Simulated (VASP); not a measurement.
# YGa4Te2 (I4/mmm) in VASP: single point with PBE

Aim: the single point of YGa4Te2 with PBE.

Everything below comes from runs of VASP 6.6.1. Logs are shortened: lines on timing, memory, paths and dates and some standing lists are left out, and cuts for length are marked.

### 1 The cell of the first run

The structure is tetragonal, space group I4/mmm (No. 139). The conventional cell has a = 7.274 Å, b = 7.274 Å, c = 5.943 Å, α = 90.00°, β = 90.00°, γ = 90.00°. Y (site symmetry 4/mmm) has 12 Ga at 3.12 to 3.60 Å and 8 Te at 3.93 Å within 4.1 Å. Within 3.8 Å of Ga (site symmetry m2m) lie 4 Ga at 2.87 to 3.17 Å and 4 Te at 3.02 Å and 3 Y at 3.12 to 3.60 Å. Within 4.0 Å of Te (site symmetry -4m2) lie 2 Te at 2.97 Å and 8 Ga at 3.02 Å and 4 Y at 3.93 Å.

### 2 Single point, PBE

Contents of INCAR:

```
ALGO = Normal
EDIFF = 1E-7
ENCUT = 520
GGA = PE
ISIF = 2
ISMEAR = -1
LASPH = True
LCHARG = False
LREAL = False
LWAVE = False
NBANDS = 46
NELM = 100
PREC = Accurate
SIGMA = 0.1
```

Contents of KPOINTS:

```
k-points
0
Gamma
  7 7 7
```

Contents of POSCAR:

```
YGa4Te2
1.0
   -3.6369010000      3.6369010000      2.9715080000
    3.6369010000     -3.6369010000      2.9715080000
    3.6369010000      3.6369010000     -2.9715080000
Y Ga Te
1 4 2
Direct
    0.0000000000      0.0000000000      0.0000000000
    0.3030000000      0.3030000000      0.6060000000
    0.3030000000      0.6970000000      0.0000000000
    0.6970000000      0.6970000000      0.3940000000
    0.6970000000      0.3030000000      0.0000000000
    0.7500000000      0.2500000000      0.5000000000
    0.2500000000      0.7500000000      0.5000000000
```

Potentials or basis: VASP PAW PBE potentials, release 64 (Y_sv, Ga_d, Te).

Started as:

```console
$ cat potpaw_PBE.64/Y_sv/POTCAR potpaw_PBE.64/Ga_d/POTCAR potpaw_PBE.64/Te/POTCAR > POTCAR
$ mpirun -np 1 vasp_std > vasp.out
```

OUTCAR:

```text
EDIFF = 1E-7
   ENCUT = 520
   GGA = PE
   ISIF = 2
   ISMEAR = -1
   LASPH = True
   LREAL = False
   NELM = 100
   PREC = Accurate

 ion  position               nearest neighbor table
   1  0.000  0.000  0.000-   3 3.12   5 3.12   2 3.12   4 3.12   2 3.60   4 3.60   4 3.60   2 3.60
                             3 3.60   5 3.60   3 3.60   5 3.60   7 3.93   6 3.93   7 3.93   6 3.93
   2  0.303  0.303  0.606-   3 2.87   5 2.87   7 3.02   6 3.02   6 3.02   7 3.02   1 3.12   1 3.60
                             1 3.60
   3  0.303  0.697  0.000-   2 2.87   4 2.87   6 3.02   7 3.02   7 3.02   6 3.02   1 3.12   1 3.60
                             1 3.60
   4  0.697  0.697  0.394-   3 2.87   5 2.87   7 3.02   6 3.02   6 3.02   7 3.02   1 3.12   1 3.60
                             1 3.60
   5  0.697  0.303  0.000-   2 2.87   4 2.87   7 3.02   6 3.02   6 3.02   7 3.02   1 3.12   1 3.60
                             1 3.60
   6  0.750  0.250  0.500-   7 2.97   7 2.97   4 3.02   2 3.02   5 3.02   5 3.02   3 3.02   3 3.02
                             2 3.02   4 3.02   1 3.93   1 3.93   1 3.93   1 3.93
   7  0.250  0.750  0.500-   6 2.97   6 2.97   4 3.02   2 3.02   3 3.02   3 3.02   5 3.02   5 3.02
                             4 3.02   2 3.02   1 3.93   1 3.93   1 3.93   1 3.93

  LATTYP: Found a body centered tetragonal cell.
 ALAT       =     7.2738020000
 C/A-ratio  =     0.8170439613

  Lattice vectors:

 A1 = (  -3.6369010000,   3.6369010000,   2.9715080000)
 A2 = (   3.6369010000,  -3.6369010000,   2.9715080000)
 A3 = (   3.6369010000,   3.6369010000,  -2.9715080000)

Analysis of symmetry for initial positions (statically):
=====================================================================
 Subroutine PRICEL returns:
 Original cell was already a primitive cell.

 Routine SETGRP: Setting up the symmetry group for a
 body centered tetragonal supercell.

 Subroutine GETGRP returns: Found 16 space group operations
 (whereof 16 operations were pure point group operations)
 out of a pool of 16 trial point group operations.

The static configuration has the point symmetry D_4h.

Analysis of symmetry for dynamics (positions and initial velocities):
=====================================================================
 Subroutine PRICEL returns:
 Original cell was already a primitive cell.

 Routine SETGRP: Setting up the symmetry group for a
 body centered tetragonal supercell.

 Subroutine GETGRP returns: Found 16 space group operations
 (whereof 16 operations were pure point group operations)
 out of a pool of 16 trial point group operations.

The dynamic configuration has the point symmetry D_4h.

 Subroutine INISYM returns: Found 16 space group operations
 (whereof 16 operations are pure point group operations),
 and found     1 'primitive' translations

----------------------------------------------------------------------------------------

                                     Primitive cell

  volume of cell :     157.2171

  direct lattice vectors                    reciprocal lattice vectors
    -3.636901000  3.636901000  2.971508000     0.000000000  0.137479684  0.168264733
     3.636901000 -3.636901000  2.971508000     0.137479684  0.000000000  0.168264733
     3.636901000  3.636901000 -2.971508000     0.137479684  0.137479684  0.000000000

  length of vectors
     5.940030098  5.940030098  5.940030098     0.217287100  0.217287100  0.194425634

  position of ions in fractional coordinates (direct lattice)
     0.000000000  0.000000000  0.000000000
     0.303000000  0.303000000  0.606000000
     0.303000000  0.697000000  0.000000000
     0.697000000  0.697000000  0.394000000
     0.697000000  0.303000000  0.000000000
     0.750000000  0.250000000  0.500000000
     0.250000000  0.750000000  0.500000000

  ion indices of the primitive-cell ions
   primitive index   ion index
                 1           1
                 2           2
                 3           3
                 4           4
                 5           5
                 6           6
                 7           7

----------------------------------------------------------------------------------------

 KPOINTS: k-points

Automatic generation of k-mesh.
 Grid dimensions read from file:
 generate k-points for:    7    7    7

 Generating k-lattice:

  Cartesian coordinates                     Fractional coordinates (reciprocal lattice)
     0.000000000  0.019639955  0.024037819     0.142857143  0.000000000  0.000000000
     0.019639955  0.000000000  0.024037819     0.000000000  0.142857143  0.000000000
     0.019639955  0.019639955  0.000000000     0.000000000  0.000000000  0.142857143

  Length of vectors
     0.031041014  0.031041014  0.027775091

  Shift w.r.t. Gamma in fractional coordinates (k-lattice)
     0.000000000  0.000000000  0.000000000

 Subroutine IBZKPT returns following result:
 ===========================================

 Found     40 irreducible k-points:

 Following reciprocal coordinates:
            Coordinates               Weight
  0.000000  0.000000  0.000000      1.000000
  0.142857  0.000000 -0.000000      8.000000
  0.285714  0.000000  0.000000      8.000000
  0.428571  0.000000 -0.000000      8.000000
  0.142857  0.142857  0.000000      8.000000
  0.285714  0.142857  0.000000     16.000000
[... 16 lines left out ...]
 -0.142857  0.285714  0.142857      8.000000
 -0.428571  0.428571  0.142857      8.000000
 [... further k-points ...]
   k-points           NKPTS =     40   k-points in BZ     NKDIM =     40   number of bands    NBANDS=     46
   number of dos      NEDOS =    301   number of ions     NIONS =      7
   total plane-waves  NPLWV = 110592
   dimension x,y,z NGX =    48 NGY =   48 NGZ =   48
   dimension x,y,z NGXF=    96 NGYF=   96 NGZF=   96
   ions per type =               1   4   2
   NGX,Y,Z   is equivalent  to a cutoff of  13.43, 13.43, 13.43 a.u.
   NGXF,Y,Z  is equivalent  to a cutoff of  26.87, 26.87, 26.87 a.u.
 SYSTEM =  unknown system
   PREC   = accura    normal or accurate (medium, high low for compatibility)
   ISTART =      0    job   : 0-new  1-cont  2-samecut
   ICHARG =      2    charge: 1-file 2-atom 10-const
   ISPIN  =      1    spin polarized calculation?
   LNONCOLLINEAR =      F non collinear calculations
   LSORBIT =      F    spin-orbit coupling
   LASPH  =      T    aspherical Exc in radial PAW
   ENCUT  =  520.0 eV  38.22 Ry    6.18 a.u.  11.04 11.04 11.04*2*pi/ulx,y,z
   NELM   =    100;   NELMIN=  2; NELMDL= -5     # of ELM steps
   EDIFF  = 0.1E-06   stopping-criterion for ELM
   LREAL  =      F    real-space projection
   EDIFFG = 0.1E-05   stopping-criterion for IOM
   NSW    =      0    number of steps for IOM
   IBRION =     -1    ionic relax: 0-MD 1-quasi-New 2-CG
   NFREE  =      0    steps in history (QN), initial steepest desc. (CG)
   ISIF   =      2    stress and relaxation
   ISYM   =      2    0-nonsym 1-usesym 2-fastsym
   POTIM  = 0.5000    time-step for ionic-motion
   TEBEG  =    0.0;   TEEND  =   0.0 temperature during run
   PSTRESS=    0.0 pullay stress
   NELECT =      75.0000    total number of electrons
   NUPDOWN=      -1.0000    fix difference up-down
   EMIN   =  10.00;   EMAX   =-10.00  energy-range for DOS
   EFERMI =   0.00;   METHOD = LEGACY
   ISMEAR =    -1;   SIGMA  =   0.10  broadening in eV -4-tet -1-fermi 0-gaus
   EFERMI_NEDOS =   21; number of points for ismear=-14 and -15
   IALGO  =     38    algorithm
   IMIX   =      4    mixing-type and parameters
     AMIX     =   0.40;   BMIX     =  1.00
     AMIX_MAG =   1.60;   BMIX_MAG =  1.00
  volume/ion in A,a.u.               =      22.46       151.56
  Fermi-wavevector in a.u.,A,eV,Ry     =   1.279171  2.417283 22.262923  1.636279
  Thomas-Fermi vector in A             =   2.411672
   LORBIT       =      0    0 simple, 1 ext, 2 COOP (PROOUT), +10 PAW based schemes
   GGA     = PE    functional components
   LHFCALC =     F    Hartree Fock is set to
   AEXX    =    0.0000 exact exchange contribution
   IVDW    =     0    specifies the selected vdW correction
   LEPSILON=     F    determine dielectric tensor
   LRPA    =     F    only Hartree local field effects (RPA)
 non-spin polarized calculation
  energy-cutoff  :      520.00
  volume of cell :      157.22
 maximum number of plane-waves:      4271
 NGX is ok and might be reduce to    48
   NGX = 23   NGY = 23   NGZ = 23

 number of electron      75.0000014 magnetization

 Free energy of the ion-electron system (eV)
  ---------------------------------------------------
  ext. energy  EPLUGINS =         0.00000000
  ---------------------------------------------------
  free energy    TOTEN  =       -23.78137057 eV

  energy without entropy =      -23.63779492  energy(sigma->0) =      -23.70958274

 E-fermi :   6.7214     XC(G=0): -10.5673

 val. band max:        6.7110846409   @ k =   0.4286   0.2857   0.1429
 cond. band min:       6.7353570236   @ k =   0.2857   0.2857   0.0000
 fundamental gap:      0.0242723827
 Fermi energy:         6.7214482861

 k-point     1 :       0.0000    0.0000    0.0000
  band No.  band energies     occupation
      1     -37.0000      2.00000
      2     -16.9974      2.00000
      3     -16.9217      2.00000
      4     -16.9217      2.00000
      5      -8.3555      2.00000
      6      -8.2508      2.00000
[... 38 lines left out ...]
     45       9.5484      0.00000
     46       9.6316      0.00000

 k-point     2 :       0.1429    0.0000   -0.0000
  band No.  band energies     occupation
      1     -37.0000      2.00000
      2     -16.9977      2.00000
      3     -16.9220      2.00000
      4     -16.9219      2.00000
      5      -8.3316      2.00000
      6      -8.2447      2.00000
[... 38 lines left out ...]
     45       9.5697      0.00000
     46      10.1930      0.00000

 k-point     3 :       0.2857    0.0000    0.0000
  band No.  band energies     occupation
      1     -36.9999      2.00000
      2     -16.9984      2.00000
      3     -16.9226      2.00000
      4     -16.9224      2.00000
      5      -8.2782      2.00000
      6      -8.2279      2.00000
[... 1018 lines left out ...]
     45       9.6162      0.00000
     46      10.3162      0.00000

 k-point    24 :      -0.4286    0.4286    0.1429
  band No.  band energies     occupation
      1     -36.9999      2.00000
      2     -16.9977      2.00000
      3     -16.9246      2.00000
      4     -16.9221      2.00000
      5      -8.2206      2.00000
      6      -8.1847      2.00000
[... 38 lines left out ...]
     45       9.4108      0.00000
     46       9.5399      0.00000

 [... further k-points ...]
[... 5 lines left out ...]
  --------------------------------------------------------------------------------------
  -------------------------------------------------------------------------------------
  Total        5.4060162      5.4060162      6.8140259      0.0000000     -0.0000000      0.0000000
  in kB       55.0919404     55.0919404     69.4407670      0.0000000     -0.0000000      0.0000000
  external PRESSURE =      59.8748826 kB  Pullay stress =       0.0000000 kB

 VOLUME and BASIS-vectors are now :
 -----------------------------------------------------------------------------
  energy-cutoff  :      520.00
  volume of cell :      157.22
      direct lattice vectors                 reciprocal lattice vectors
    -3.636901000  3.636901000  2.971508000     0.000000000  0.137479684  0.168264733
     3.636901000 -3.636901000  2.971508000     0.137479684  0.000000000  0.168264733
     3.636901000  3.636901000 -2.971508000     0.137479684  0.137479684  0.000000000

 POSITION                                       TOTAL-FORCE (eV/Angst)
 -----------------------------------------------------------------------------------
      0.00000      0.00000      0.00000        -0.000000      0.000000      0.000000
      2.20396      2.20396     -0.00000         0.206417      0.206417     -0.000000
      1.43294     -1.43294      2.97151        -0.206417      0.206417      0.000000
      1.43294      1.43294      2.97151        -0.206417     -0.206417      0.000000
     -1.43294      1.43294      2.97151         0.206417     -0.206417      0.000000
      0.00000      3.63690      1.48575        -0.000000      0.000000      0.000000
      3.63690      0.00000      1.48575        -0.000000      0.000000      0.000000
 -----------------------------------------------------------------------------------
    total drift:                                0.000000      0.000000     -0.000000

  FREE ENERGIE OF THE ION-ELECTRON SYSTEM (eV)
  ---------------------------------------------------
  free  energy   TOTEN  =       -23.7813705677 eV

  energy  without entropy=      -23.6377949209  energy(sigma->0) =      -23.70958274
```

Wall time 13 min (1 thread of AMD EPYC 7R43 (Zen 3), shared host); peak memory 0.46 GiB.

What came out:

| Item | Value |
| --- | --- |
| Free energy | -23.7814 eV |
| Pressure | 6.0 GPa |
| Largest force | 0.292 eV/Å |
| Band gap on the k mesh | zero (an odd number of electrons rules out a gap without spin polarisation) |

Forces in eV/Å, atoms in the order of the input:
```
Y    0.000  0.000  0.000
Ga   0.206  0.206  0.000
Ga  -0.206  0.206  0.000
Ga  -0.206 -0.206  0.000
Ga   0.206 -0.206  0.000
Te   0.000  0.000  0.000
Te   0.000  0.000  0.000
```

Levels at points of the mesh, in eV from the Fermi level:
```csv
k point,band 33,band 34,band 35,band 36,band 37,band 38,band 39,band 40,band 41,band 42
"(0.00, 0.00, 0.00)",-4.30,-3.68,-3.68,-1.66,0.53,0.75,1.20,1.20,2.05,2.05
```

Caveat: the cell stands under pressure; spin-orbit coupling is left out, which moves the levels of the heavy elements.
